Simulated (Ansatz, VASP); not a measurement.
Two plane-wave programs on W

The input POSCAR:

```
W
1.0
    0.0000000000      2.0909000000      2.0604500000
    2.0909000000      0.0000000000      2.0604500000
    2.0909000000      2.0909000000      0.0000000000
W
1
Direct
    0.0000000000      0.0000000000      0.0000000000
```

INCAR.step1

```
SYSTEM = W
PREC = Accurate
ENCUT = 520
ISMEAR = 0
SIGMA = 0.15
LREAL = .False.
LASPH = .True.
NELM = 60
NBANDS = 13
GGA = PE
ALGO = Normal
EDIFF = 1E-4
LWAVE = .True.
LCHARG = .False.
```

File INCAR.step2:

```
SYSTEM = W
PREC = Accurate
ENCUT = 520
EDIFF = 1E-6
ISMEAR = 0
SIGMA = 0.15
LREAL = .False.
LASPH = .True.
NELM = 60
ALGO = Normal
ISIF = 2
LWAVE = .False.
LCHARG = .False.
METAGGA = R2SCAN
LMIXTAU = .True.
NBANDS = 13
ISTART = 1
```

KPOINTS

```
regular mesh
0
Gamma
  20 20 20
  0 0 0
```

Input for Ansatz:

```yaml
crystal:
  lattice:
    - [0.0, 2.0909, 2.06045]
    - [2.0909, 0.0, 2.06045]
    - [2.0909, 2.0909, 0.0]
  atoms:
    - { symbol: W, position: [0.0, 0.0, 0.0] }
basis:
  ecutwfc: 500
kpoints:
  mp_grid: { grid: [20, 20, 20] }
hamiltonian:
  xc: r2scan
scf:
  occupations: { method: gaussian, width: 0.15 }
output:
  forces: true
  stress: true
  eigenvalues: true
  write_density: true
  write_potential: true
  elf: true
  volumetric_format: npy
```

Change from the starting cell: strain +0.030 along x and y, +0.015 along z, atoms carried along.

Alike in both runs: task single point; functional r2SCAN; k mesh 20 × 20 × 20; occupations gaussian, width 0.15 eV; no spin polarisation.

```csv
,VASP,Ansatz
version,VASP 6.6.1,Ansatz 0.2.0
potentials or method,"VASP PAW PBE potentials, release 64 (W_sv), cutoff 520 eV","scalar-relativistic, plane waves, PAW"
valence electrons in the cell,14,14
```

VASP gave:

```
gap on the k mesh at the Fermi level (eV)                     : none
pressure (GPa)                                                : -24.9
traceless stress, the component that is largest in VASP (GPa) : -4.02
```

Question: What did Ansatz give for the same quantities?

Answer: gap on the k mesh at the Fermi level (eV): none; pressure (GPa): -25.5; traceless stress, the component that is largest in VASP (GPa): -4.02.

VASP's potentials were made for PBE, not for r2SCAN. A gap of «none» marks a metal or a gap that the smearing closes. The functional is the same, so the differences come from potentials, cutoffs and numerics.

Spin-orbit coupling is off throughout.
